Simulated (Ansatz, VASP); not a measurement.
## Two plane-wave programs on Al3GaN4

The input INCAR:

```
SYSTEM = Al3GaN4
PREC = Accurate ; ENCUT = 520
EDIFF = 1E-6 ; ISMEAR = 0
SIGMA = 0.05 ; LREAL = .False.
LASPH = .True. ; NELM = 100
ALGO = Normal ; ISIF = 2
LWAVE = .False. ; LCHARG = .False.
GGA = PS ; NBANDS = 31
```

KPOINTS

```
regular mesh
0
Gamma
  6 8 4
  0 0 0
```

The input POSCAR:

```
Al3GaN4
1.0
    4.6399353336      0.0000000000      0.0001149907
    0.0000000000      2.8796679856      0.0000000000
   -0.0029773563      0.0000000000      5.4179919474
Al Ga N
3 1 4
Direct
    0.5002300423      0.5000000000      0.1673295664
    0.0009207036      0.5000000000      0.8348055932
    0.0010880650      0.0000000000      0.3316926342
    0.4994217138      0.0000000000      0.6662009016
    0.1111724737      0.0000000000      0.6663292503
    0.1224543238      0.5000000000      0.1671578647
    0.6251234799      0.5000000000      0.8401923551
    0.6231881979      0.0000000000      0.3262928345
```

Input for Ansatz:

```yaml
crystal:
  lattice:
    - [4.6399353336, 0.0, 0.0001149907]
    - [0.0, 2.8796679856, 0.0]
    - [-0.0029773563, 0.0, 5.4179919474]
  atoms:
    - { symbol: Al, position: [0.5002300423, 0.5, 0.1673295664] }
    - { symbol: Al, position: [0.0009207036, 0.5, 0.8348055932] }
    - { symbol: Al, position: [0.001088065, 0.0, 0.3316926342] }
    - { symbol: Ga, position: [0.4994217138, 0.0, 0.6662009016] }
    - { symbol: "N", position: [0.1111724737, 0.0, 0.6663292503] }
    - { symbol: "N", position: [0.1224543238, 0.5, 0.1671578647] }
    - { symbol: "N", position: [0.6251234799, 0.5, 0.8401923551] }
    - { symbol: "N", position: [0.6231881979, 0.0, 0.3262928345] }
basis:
  ecutwfc: 420
kpoints:
  mp_grid: { grid: [6, 8, 4] }
hamiltonian:
  xc: pbesol
scf:
  occupations: { method: gaussian, width: 0.05 }
output:
  forces: true
  stress: true
  eigenvalues: true
  write_density: true
  write_potential: true
  elf: true
  volumetric_format: npy
```

Change from the starting cell: strain -0.080 along x and y, +0.000 along z, atoms carried along.

Alike in both runs: task single point; functional PBEsol; k mesh 6 × 8 × 4; occupations gaussian, width 0.05 eV; no spin polarisation.

|  | VASP | Ansatz |
| --- | --- | --- |
| version | VASP 6.6.1 | Ansatz 0.2.0 |
| potentials or method | VASP PAW PBE potentials, release 64 (Al, Ga_d, N), cutoff 520 eV | scalar-relativistic, plane waves, PAW |
| valence electrons in the cell | 42 | 42 |

Ansatz gave:

| Property | Result |
| --- | --- |
| gap on the k mesh at the Fermi level (eV) | 4.49 |
| least direct gap on the mesh (eV) | 4.49 |
| pressure (GPa) | 47.4 |
| traceless stress, the component that is largest in VASP (GPa) | -27.23 |
| rms of the force components (eV/Å) | 0.971 |

Q: Estimate VASP's values.

A: gap on the k mesh at the Fermi level (eV): 4.51; least direct gap on the mesh (eV): 4.51; pressure (GPa): 47.7; traceless stress, the component that is largest in VASP (GPa): -27.53; rms of the force components (eV/Å): 0.981.

VASP's potentials were made for PBE, not for PBEsol. Atom by atom the forces differ by 0.025 eV/Å (rms over components). Both programs put the cell under a high pressure, so it lies far from rest at this level.
